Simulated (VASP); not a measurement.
# P3O2 (R-3m) in VASP: further runs, part 2 of 2

VASP 6.6.1.

## Step 3: Single point, PBE

This run uses another cell than the first one, of 17.30 Å³/atom.

File INCAR:

```
SYSTEM = P3O2
PREC = Accurate
ENCUT = 520
EDIFF = 1E-6
ISMEAR = 0
SIGMA = 0.1
LREAL = .False.
LASPH = .True.
NELM = 80
ALGO = Normal
ISIF = 2
LWAVE = .False.
LCHARG = .False.
GGA = PE
NBANDS = 22
```

File KPOINTS:

```
Automatic mesh
0
Gamma
  6 6 6
  0 0 0
```

File POSCAR:

```
P3O2
1.0
    1.5268448851      0.8815243054     10.7089382198
   -1.5268448851      0.8815243054     10.7089382198
    0.0000000000     -1.7630486109     10.7089382198
P O
3 2
Direct
    0.0000000000      0.0000000000      0.0000000000
    0.1869420844      0.1869420844      0.1869420844
    0.8130579156      0.8130579156      0.8130579156
    0.3608033559      0.3608033559      0.3608033559
    0.6391966441      0.6391966441      0.6391966441
```

Potentials or basis: VASP PAW PBE potentials, release 64 (P, O).

Started as:

```bash
$ cat potpaw_PBE.64/P/POTCAR potpaw_PBE.64/O/POTCAR > POTCAR
$ mpirun -np 1 vasp_std > vasp.out
```

OUTCAR:

```text
SYSTEM = P3O2
   PREC = Accurate
   ENCUT = 520
   EDIFF = 1E-6
   ISMEAR = 0
   LREAL = .False.
   LASPH = .True.
   NELM = 80
   ISIF = 2
   GGA = PE

 ion  position               nearest neighbor table
   1  0.000  0.000  0.000-   5 1.97   5 1.97   4 1.97   4 1.97   5 1.97   4 1.97
   2  0.187  0.187  0.187-   3 2.19   3 2.19   3 2.19
   3  0.813  0.813  0.813-   2 2.19   2 2.19   2 2.19
   4  0.361  0.361  0.361-   1 1.97   1 1.97   1 1.97
   5  0.639  0.639  0.639-   1 1.97   1 1.97   1 1.97

  LATTYP: Found a trigonal (rhomboedric) cell.
 ALAT       =    10.8530962494
 COS(alpha) =     0.9604166521

  Lattice vectors:

 A1 = (   1.5268448851,   0.8815243054,  10.7089382198)
 A2 = (  -1.5268448851,   0.8815243054,  10.7089382198)
 A3 = (   0.0000000000,  -1.7630486109,  10.7089382198)

Analysis of symmetry for initial positions (statically):
=====================================================================
 Subroutine PRICEL returns:
 Original cell was already a primitive cell.

 Routine SETGRP: Setting up the symmetry group for a
 trigonal (rhombohedral) supercell.

 Subroutine GETGRP returns: Found 12 space group operations
 (whereof 12 operations were pure point group operations)
 out of a pool of 12 trial point group operations.

The static configuration has the point symmetry D_3d.

Analysis of symmetry for dynamics (positions and initial velocities):
=====================================================================
 Subroutine PRICEL returns:
 Original cell was already a primitive cell.

 Routine SETGRP: Setting up the symmetry group for a
 trigonal (rhombohedral) supercell.

 Subroutine GETGRP returns: Found 12 space group operations
[... 124 lines left out ...]
   ISMEAR =     0;   SIGMA  =   0.10  broadening in eV -4-tet -1-fermi 0-gaus
   EFERMI_NEDOS =   21; number of points for ismear=-14 and -15
   IALGO  =     38    algorithm
   IMIX   =      4    mixing-type and parameters
     AMIX     =   0.40;   BMIX     =  1.00
     AMIX_MAG =   1.60;   BMIX_MAG =  1.00
  volume/ion in A,a.u.               =      17.30       116.72
  Fermi-wavevector in a.u.,A,eV,Ry     =   1.110590  2.098711 16.781567  1.233410
  Thomas-Fermi vector in A             =   2.247143
   LORBIT       =      0    0 simple, 1 ext, 2 COOP (PROOUT), +10 PAW based schemes
   GGA     = PE    functional components
   LHFCALC =     F    Hartree Fock is set to
   AEXX    =    0.0000 exact exchange contribution
   IVDW    =     0    specifies the selected vdW correction
   LEPSILON=     F    determine dielectric tensor
   LRPA    =     F    only Hartree local field effects (RPA)
 non-spin polarized calculation
 Gauss-broadening in eV      SIGMA  =   0.10
  energy-cutoff  :      520.00
  volume of cell :       86.48
 maximum number of plane-waves:      2341
 NGX is ok and might be reduce to    84
   NGX = 41   NGY = 41   NGZ = 41

 number of electron      27.0000003 magnetization

 Free energy of the ion-electron system (eV)
  ---------------------------------------------------
  ext. energy  EPLUGINS =         0.00000000
  ---------------------------------------------------
  free energy    TOTEN  =       -27.93699220 eV

  energy without entropy =      -27.92163983  energy(sigma->0) =      -27.92931602

 E-fermi :   4.0342     XC(G=0):  -8.8451

 val. band max:        4.0339309184   @ k =   0.5000   0.3333   0.1667
 cond. band min:       4.0345331373   @ k =   0.3333   0.1667   0.0000
 fundamental gap:      0.0006022190
 Fermi energy:         4.0341956898

 k-point     1 :       0.0000    0.0000    0.0000
  band No.  band energies     occupation
      1     -18.4697      2.00000
      2     -15.1938      2.00000
      3     -12.1175      2.00000
      4      -4.3028      2.00000
      5      -3.8414      2.00000
      6      -1.1603      2.00000
[... 589 lines left out ...]
     21      10.4072      0.00000
     22      12.3151      0.00000

 [... further k-points ...]

------------------------ aborting loop because EDIFF is reached ----------------------------------------

  FORCE on cell =-STRESS in cart. coord.  units (eV):
  Direction    XX          YY          ZZ          XY          YZ          ZX
  --------------------------------------------------------------------------------------
  -------------------------------------------------------------------------------------
  Total       -0.0324864     -0.0324864      0.0155907      0.0000000     -0.0000000      0.0000000
  in kB       -0.6018462     -0.6018462      0.2888346      0.0000000     -0.0000000      0.0000000
  external PRESSURE =      -0.3049526 kB  Pullay stress =       0.0000000 kB

 VOLUME and BASIS-vectors are now :
 -----------------------------------------------------------------------------
  energy-cutoff  :      520.00
  volume of cell :       86.48
      direct lattice vectors                 reciprocal lattice vectors
     1.526844885  0.881524305 10.708938220     0.327472689  0.189066445  0.031126646
    -1.526844885  0.881524305 10.708938220    -0.327472689  0.189066445  0.031126646
     0.000000000 -1.763048611 10.708938220     0.000000000 -0.378132890  0.031126646

 POSITION                                       TOTAL-FORCE (eV/Angst)
 -----------------------------------------------------------------------------------
      0.00000      0.00000      0.00000         0.000000      0.000000     -0.000000
      0.00000     -0.00000      6.00585         0.000000      0.000000     -0.078523
      0.00000     -0.00000     26.12096         0.000000     -0.000000      0.078523
      0.00000     -0.00000     11.59146         0.000000     -0.000000      0.017506
      0.00000     -0.00000     20.53535         0.000000      0.000000     -0.017506
 -----------------------------------------------------------------------------------
    total drift:                               -0.000000     -0.000000      0.000000

  FREE ENERGIE OF THE ION-ELECTRON SYSTEM (eV)
  ---------------------------------------------------
  free  energy   TOTEN  =       -27.9369921975 eV

  energy  without entropy=      -27.9216398347  energy(sigma->0) =      -27.92931602
```

stdout:

```text
POSCAR found type information on POSCAR P O
 POSCAR found :  2 types and       5 ions
 scaLAPACK will be used
 LDA part: xc-table for (Slater+PW92), standard interpolation
 POSCAR, INCAR and KPOINTS ok, starting setup
 FFT: planning ... GRIDC
 FFT: planning ... GRID_SOFT
 FFT: planning ... GRID
 WAVECAR not read
 entering main loop
```

Wall time 11 min (1 thread of Intel Xeon 6975P-C (Granite Rapids), shared host); peak memory 0.95 GiB.

Results:

| Property | Result |
| --- | --- |
| Free energy | -27.9370 eV |
| Pressure | 0.0 GPa |
| Largest force | 0.079 eV/Å |
| Band gap on the k mesh | zero (an odd number of electrons rules out a gap without spin polarisation) |

Forces in eV/Å, atoms in the order of the input:
```
P    0.000  0.000  0.000
P    0.000  0.000 -0.079
P    0.000  0.000  0.079
O    0.000  0.000  0.018
O    0.000  0.000 -0.018
```

Stress tensor (GPa, compression positive):
```
-0.06  0.00  0.00
 0.00 -0.06  0.00
 0.00  0.00  0.03
```

Caveat: the k points lie up to 0.40 Å⁻¹ apart, too coarse for converged energies and pressures of a metal; an odd number of electrons without spin polarisation forces a metal; a magnetic or distorted state may lie lower.

## Step 4: Relaxation of cell and atoms, PBE

File INCAR:

```
SYSTEM = P3O2
PREC     = Accurate       ! precision mode
ENCUT    = 600            ! plane-wave cutoff, eV
EDIFF    = 1E-6           ! SCF threshold, eV
ISMEAR   = 0              ! smearing method
SIGMA    = 0.1            ! smearing width, eV
LREAL    = .False.        ! projectors in reciprocal space
LASPH    = .True.         ! aspherical terms in the spheres
NELM     = 100            ! most SCF steps
ALGO     = Normal         ! electronic algorithm
ISIF     = 3              ! what is computed and relaxed
LWAVE    = .False.        ! write WAVECAR
LCHARG   = .False.        ! write CHGCAR
GGA      = PE             ! functional
IBRION   = 2              ! ionic algorithm
NSW      = 90             ! ionic steps
EDIFFG   = -0.04          ! ionic threshold
```

File KPOINTS:

```
regular mesh
0
Gamma
  6 6 6
  0 0 0
```

File POSCAR:

```
P3O2
1.0
    1.6157763220      0.9328688944      7.4899428639
   -1.6157763220      0.9328688944      7.4899428639
    0.0000000000     -1.8657377888      7.4899428639
P O
3 2
Direct
    0.0000000000      0.0000000000      0.0000000000
    0.2095000000      0.2095000000      0.2095000000
    0.7905000000      0.7905000000      0.7905000000
    0.4000000000      0.4000000000      0.4000000000
    0.6000000000      0.6000000000      0.6000000000
```

Started as:

```bash
$ cat potpaw_PBE.64/P/POTCAR potpaw_PBE.64/O/POTCAR > POTCAR
$ mpirun -np 1 vasp_std > vasp.out
```

Wall time 40 min (1 thread of Intel Xeon 6975P-C (Granite Rapids), shared host); peak memory 0.64 GiB.

Results (log left out):

* Free energy: -27.8451 eV
* Relaxed volume: 15.43 Å³/atom
* Relaxed cell: a = 9.688 Å, b = 9.688 Å, c = 9.688 Å, α = 18.16°, β = 18.16°, γ = 18.16°
* Space group after relaxing (to 0.1 Å): R-3m (No. 166)
* Energy gained by relaxing: 864.3 meV/atom
* Ionic steps: 32
* Pressure after relaxing: -0.1 GPa
* Largest force after relaxing: 0.036 eV/Å
* Band gap on the k mesh: zero (an odd number of electrons rules out a gap without spin polarisation)

Forces in eV/Å, atoms in the order of the input:
```
P    0.000  0.000  0.000
P    0.000  0.000  0.006
P    0.000  0.000 -0.006
O    0.000  0.000  0.036
O    0.000  0.000 -0.036
```

Stress tensor (GPa, compression positive):
```
-0.15  0.00  0.00
 0.00 -0.15  0.00
 0.00  0.00  0.00
```

Step by step:
| step | energy change (eV) | largest force (eV/Å) | pressure (GPa) | volume (Å³) |
| --- | --- | --- | --- | --- |
| 1 | 0.0000 | 2.3880 | -6.48 | 67.74 |
| 2 | -1.2112 | 3.6644 | -1.74 | 62.51 |
| 3 | -0.9111 | 5.1649 | 53.76 | 50.21 |
| 4 | -1.9945 | 3.3251 | 9.06 | 57.85 |
| 5 | -2.2081 | 1.7713 | 26.87 | 53.94 |
| 6 | -2.2554 | 2.0245 | 20.07 | 55.18 |
| 7 | -2.5628 | 1.4791 | 20.88 | 55.87 |
| 8 | -2.5757 | 1.8680 | 21.25 | 56.04 |
| 9 | -2.9705 | 1.3443 | 10.79 | 59.17 |
| 10 | -3.2276 | 1.1787 | -1.04 | 64.14 |
| 11 | -3.2371 | 1.1650 | -2.95 | 65.17 |
| 12 | -3.3129 | 1.1248 | -2.74 | 65.05 |
| 13 | -3.4956 | 0.9557 | -1.88 | 64.65 |
| 14 | -3.6022 | 1.7033 | 0.92 | 63.80 |
| 15 | -3.6875 | 1.3776 | 2.41 | 63.83 |
| 16 | -3.7990 | 0.7472 | 6.32 | 63.86 |
| 17 | -3.5743 | 2.0500 | 18.40 | 63.78 |
| 18 | -3.8087 | 0.5860 | 8.22 | 63.86 |
| 19 | -3.9546 | 0.5524 | 6.03 | 66.26 |
| 20 | -4.1763 | 0.5979 | 2.39 | 73.60 |
| 21 | -4.1882 | 0.8535 | 1.58 | 76.76 |
| 22 | -4.2511 | 0.4597 | -1.85 | 78.93 |
| 23 | -4.2511 | 0.4356 | -1.78 | 78.88 |
| 24 | -4.2894 | 0.2907 | -0.62 | 78.28 |
| 25 | -4.3115 | 0.3119 | 1.11 | 77.32 |
| 26 | -4.3174 | 0.0270 | -0.42 | 78.15 |
| 27 | -4.3182 | 0.0595 | -0.07 | 77.94 |
| 28 | -4.3193 | 0.0550 | -0.09 | 77.85 |
| 29 | -4.3197 | 0.1367 | -0.10 | 77.73 |
| 30 | -4.3204 | 0.0921 | -0.17 | 77.63 |
| 31 | -4.3210 | 0.0209 | -0.35 | 77.43 |
| 32 | -4.3215 | 0.0360 | -0.10 | 77.16 |

Final structure:
```
CELL_PARAMETERS angstrom
1.52911 0.88283 9.52609
-1.52911 0.88283 9.52609
0.00000 -1.76566 9.52609
ATOMIC_POSITIONS crystal
P 0.00000 0.00000 0.00000
P 0.18941 0.18941 0.18941
P 0.81059 0.81059 0.81059
O 0.36400 0.36400 0.36400
O 0.63600 0.63600 0.63600
```

Levels at points of the mesh, in eV from the Fermi level:
```
           k point  band 11  band 12  band 13  band 14  band 15  band 16  band 17
(0.00, 0.00, 0.00)    -2.92    -1.45    -0.02    -0.02     0.65     3.90     3.90
(0.50, 0.00, 0.00)    -3.79    -2.74    -2.65    -0.19     1.51     2.17     2.61
(0.50, 0.50, 0.00)    -3.72    -2.74    -2.69    -0.15     1.52     2.09     2.73
(0.50, 0.50, 0.50)    -2.40    -1.67    -0.02    -0.02     0.66     3.92     3.99
```

Caveat: the k points lie up to 0.40 Å⁻¹ apart in the final cell, too coarse for converged energies and pressures of a metal; a cell axis changed by over 15 % at a fixed basis, so the end point is rough; an odd number of electrons without spin polarisation forces a metal; a magnetic or distorted state may lie lower.

## Step 5: Single point, PBE

This run uses another cell than the first one, of 11.41 Å³/atom.

File INCAR:

```
PREC     = Accurate       # precision mode
ENCUT    = 520            # plane-wave cutoff, eV
EDIFF    = 1E-7           # SCF threshold, eV
ISMEAR   = 0              # smearing method
SIGMA    = 0.1            # smearing width, eV
LREAL    = False          # projectors in reciprocal space
LASPH    = True           # aspherical terms in the spheres
NELM     = 80             # most SCF steps
ALGO     = Normal         # electronic algorithm
ISIF     = 2              # what is computed and relaxed
LWAVE    = False          # write WAVECAR
LCHARG   = False          # write CHGCAR
GGA      = PE             # functional
NBANDS   = 22             # bands
```

File KPOINTS:

```
regular mesh
0
Gamma
  12 12 12
```

File POSCAR:

```
P3O2
1.0
    3.0913659673      1.7848009734      1.7233904797
   -3.0913659673      1.7848009734      1.7233904797
    0.0000000000     -3.5696019467      1.7233904798
P O
3 2
Direct
    0.0000000000      0.5000000000      0.0000000000
    0.0000000000      0.0000000000      0.5000000000
    0.5000000000      0.0000000000      0.0000000000
    0.7381537911      0.7381537911      0.7381537911
    0.2618462089      0.2618462089      0.2618462089
```

Started as:

```bash
$ cat potpaw_PBE.64/P/POTCAR potpaw_PBE.64/O/POTCAR > POTCAR
$ mpirun -np 1 vasp_std > vasp.out
```

Wall time 80 s (1 thread of Intel Xeon 6975P-C (Granite Rapids), shared host); peak memory 0.29 GiB.

Results (log left out):

```yaml
Free_energy: -28.8475 eV
Pressure: -0.4 GPa
Largest_force: 0.031 eV/Å
Band_gap_on_the_k_mesh: zero (an odd number of electrons rules out a gap without spin polarisation)
```

Forces on the atoms (eV/Å):
```
P    0.000  0.000  0.000
P    0.000  0.000  0.000
P    0.000  0.000  0.000
O    0.000  0.000  0.031
O    0.000  0.000 -0.031
```

Levels at points of the mesh, in eV from the Fermi level:
| k point | band 10 | band 11 | band 12 | band 13 | band 14 | band 15 | band 16 | band 17 | band 18 | band 19 |
| --- | --- | --- | --- | --- | --- | --- | --- | --- | --- | --- |
| (0.00, 0.00, 0.00) | -5.75 | -3.21 | -3.05 | -1.93 | -1.93 | 3.31 | 4.35 | 4.35 | 4.80 | 4.80 |
| (0.50, 0.00, 0.00) | -4.50 | -4.33 | -4.02 | -1.16 | 0.40 | 1.49 | 2.49 | 3.95 | 6.04 | 6.17 |
| (0.50, 0.50, 0.00) | -3.38 | -2.74 | -1.99 | -1.20 | -1.11 | 1.65 | 3.74 | 4.19 | 4.90 | 6.53 |
| (0.50, 0.50, 0.50) | -3.85 | -3.00 | -3.00 | -2.18 | -0.74 | 3.41 | 5.37 | 6.07 | 6.39 | 6.39 |

Caveat: an odd number of electrons without spin polarisation forces a metal; a magnetic or distorted state may lie lower.

## Step 6: Overview

```tsv
task	cell	k mesh	cutoff (eV)	gap on the mesh (eV)	pressure (GPa)	largest force (eV/Å)
single point	a = 7.719 Å, angles 24.2°, 5 atoms, atomic positions A	6 × 6 × 6	520	none	-6.4	2.39
single point	a = 10.853 Å, angles 16.2°, 5 atoms, atomic positions B	6 × 6 × 6	520	none	0.0	0.08
relaxation of cell and atoms	relaxed from a = 7.719 Å, angles 24.2°, 5 atoms, atomic positions A	6 × 6 × 6	600	none	-0.1	0.04
single point	a = 3.964 Å, angles 102.5°, 5 atoms, atomic positions C	12 × 12 × 12	520	none	-0.4	0.03
```

Alike in all rows: level PBE; potentials or basis VASP PAW PBE potentials, release 64 (P, O); no spin polarisation; smearing gaussian 0.1 eV.

Caveats: some runs use coarse meshes; an odd number of electrons without spin polarisation forces a metal; a magnetic or distorted state may lie lower; a cell axis changed by over 15 % at a fixed basis, so the end point is rough (at least some runs).

Absolute energies hang on the potentials; compare differences alone.
